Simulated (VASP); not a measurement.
Wanted: the native input for a VASP 6.6.1 run.

* Task: single point
* Functional: PBE
* Potentials or basis: VASP PAW PBE potentials, release 64 (Zn, Au)
* Cutoff: 520 eV
* k mesh: 14 × 14 × 14
* Occupations: gaussian, width 0.1 eV
* Spin: no spin polarisation
* Dipole correction: no
* Further INCAR settings: ALGO = Fast; EDIFF = 1e-06; NBANDS = 18

The structure of ZnAu lies in POSCAR:

```
ZnAu
1.0
    3.1545058266      0.0000000000      0.0000000000
    0.0000000000      3.1545058266      0.0000000000
    0.0000000000      0.0000000000      3.1545058266
Zn Au
1 1
Direct
    0.5000000000      0.5000000000      0.5000000000
    0.0000000000      0.0000000000      0.0000000000
```

This cell differs from its parent crystal: volume scaled by 0.97.

The input as run:

INCAR

```
  PREC = Accurate
  ENCUT = 520
  EDIFF = 1E-6
  ISMEAR = 0
  SIGMA = 0.1
  LREAL = False
  LASPH = True
  NELM = 60
  ALGO = Fast
  ISIF = 2
  LWAVE = False
  LCHARG = False
  GGA = PE
  NBANDS = 18
```

KPOINTS

```
regular mesh
0
Gamma
  14 14 14
```

Potentials or basis: VASP PAW PBE potentials, release 64 (Zn, Au).

Command:

```console
$ cat potpaw_PBE.64/Zn/POTCAR potpaw_PBE.64/Au/POTCAR > POTCAR
$ mpirun -np 1 vasp_std > vasp.out
```

It gave:

| Item | Value |
| --- | --- |
| Pressure | 3.9 GPa |

Run time: 38 s on 1 thread of Intel(R) Xeon(R) Platinum 8488C (Sapphire Rapids), with other jobs on the host, peak memory 0.19 GiB.
